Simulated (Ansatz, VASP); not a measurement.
**CdS in VASP and in Ansatz**

File INCAR:

```
ALGO     = Normal         # electronic algorithm
EDIFF    = 1E-7           # SCF threshold, eV
EDIFFG   = -0.01          # ionic threshold
ENCUT    = 600            # plane-wave cutoff, eV
GGA      = PS             # functional
IBRION   = 2              # ionic algorithm
ISIF     = 3              # what is computed and relaxed
ISMEAR   = -1             # smearing method
IVDW     = 13             # dispersion correction
LASPH    = T              # aspherical terms in the spheres
LCHARG   = F              # write CHGCAR
LREAL    = F              # projectors in reciprocal space
LWAVE    = F              # write WAVECAR
NELM     = 100            # most SCF steps
NSW      = 60             # ionic steps
PREC     = Accurate       # precision mode
SIGMA    = 0.05           # smearing width, eV
```

File KPOINTS:

```
k-points
0
Gamma
  8 8 8
```

File POSCAR:

```
CdS
1.0
    0.0000000000      2.9165000000      2.9165000000
    2.9165000000      0.0000000000      2.9165000000
    2.9165000000      2.9165000000      0.0000000000
Cd S
1 1
Direct
    0.0000000000      0.0000000000      0.0000000000
    0.7500000000      0.7500000000      0.7500000000
```

Contents of input.yaml:

```yaml
crystal:
  lattice:
    - [0.0, 2.9165, 2.9165]
    - [2.9165, 0.0, 2.9165]
    - [2.9165, 2.9165, 0.0]
  atoms:
    - { symbol: Cd, position: [0.0, 0.0, 0.0] }
    - { symbol: S, position: [0.75, 0.75, 0.75] }
hamiltonian:
  xc: pbesol
  pseudopotentials: { kind: paw }
  dispersion: d4
kpoints:
  mp_grid: { grid: [8, 8, 8] }
scf:
  occupations: { method: fermi_dirac, width: 0.05 }
output:
  forces: true
  stress: true
  write_density: true
  write_potential: true
  elf: true
  volumetric_format: npy
relax:
  f_tol: 0.01
  max_steps: 40
  cell: { stress_tol: 0.05 }
```

Alike in both runs: task relaxation of cell and atoms; functional PBEsol; dispersion D4; k mesh 8 × 8 × 8; occupations fermi-dirac, width 0.05 eV; no spin polarisation.

```csv
,VASP,Ansatz
version,VASP 6.6.1,Ansatz 0.2.0
potentials or method,"VASP PAW PBE potentials, release 64 (Cd, S)",Ansatz PAW
plane-wave cutoff (eV),600,420
valence electrons in the cell,18,26
```

|  | VASP | Ansatz | Ansatz less VASP |
| --- | --- | --- | --- |
| gap on the k mesh at the Fermi level, each at its own relaxed structure (eV) | 1.04 | 1.05 | +0.005 |
| relaxed volume (Å³/atom) | 24.38 | 24.25 | -0.139 |
| relaxed cell length with the largest relative difference (Å) | 4.101 | 4.093 | -0.0078 |

VASP's potentials were made for PBE, not for PBEsol. VASP's potentials hold 18 valence electrons a cell and Ansatz's 26, so a difference there can come from the potentials and not from the codes.

Noted on Ansatz's run: the plane-wave basis is chosen anew once the cell has moved, so the energies of steps on either side of that aren't comparable.
